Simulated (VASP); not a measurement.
Write the native input for VASP 6.6.1 that does the following.

| Item | Value |
| --- | --- |
| Task | electric field gradients |
| Functional | LDA |
| Potentials or basis | VASP PAW LDA potentials, release 64 (Ti_sv, Ag) |
| Cutoff | 520 eV |
| k mesh | 9 × 9 × 9 |
| Occupations | fermi-dirac, width 0.08 eV |
| Spin | no spin polarisation |
| Dipole correction | no |
| Further INCAR settings | ALGO = Normal; EDIFF = 1e-08; NBANDS = 32 |

The structure of Ti3Ag lies in POSCAR:

```
Ti3Ag
1.0
    4.2691188875      0.0000000000      0.0000000000
    0.0000000000      4.2691188875      0.0000000000
    0.0000000000      0.0000000000      4.0274706486
Ti Ag
3 1
Direct
    0.0000000000      0.5000000000      0.5000000000
    0.5000000000      0.0000000000      0.5000000000
    0.5000000000      0.5000000000      0.0000000000
    0.0000000000      0.0000000000      0.0000000000
```

This cell differs from its parent crystal: volume scaled by 1.06.

These files were run (other wordings do the same):

INCAR

```
SYSTEM = Ti3Ag
ALGO = Normal ; EDIFF = 1E-8
ENCUT = 520 ; GGA = CA
ISIF = 2 ; ISMEAR = -1
LASPH = .True. ; LCHARG = .False.
LEFG = .True. ; LREAL = .False.
LWAVE = .False. ; NBANDS = 32
NELM = 100 ; PREC = Accurate
SIGMA = 0.08
```

KPOINTS

```
k-points
0
Gamma
  9 9 9
  0 0 0
```

Potentials or basis: VASP PAW LDA potentials, release 64 (Ti_sv, Ag).

The run is started by

```bash
$ cat potpaw_LDA.64/Ti_sv/POTCAR potpaw_LDA.64/Ag/POTCAR > POTCAR
$ mpirun -np 1 vasp_std > vasp.out
```

It gave:

```json
{"Pressure": "-14.5 GPa"}
```

Caveat: without QUAD_EFG the Cq values of the log hold for a quadrupole moment of 1 mb, not for the nuclei.

It took 2.1 min on 1 thread of Intel(R) Xeon(R) Platinum 8488C (Sapphire Rapids), with other jobs on the host, peak memory 0.26 GiB.
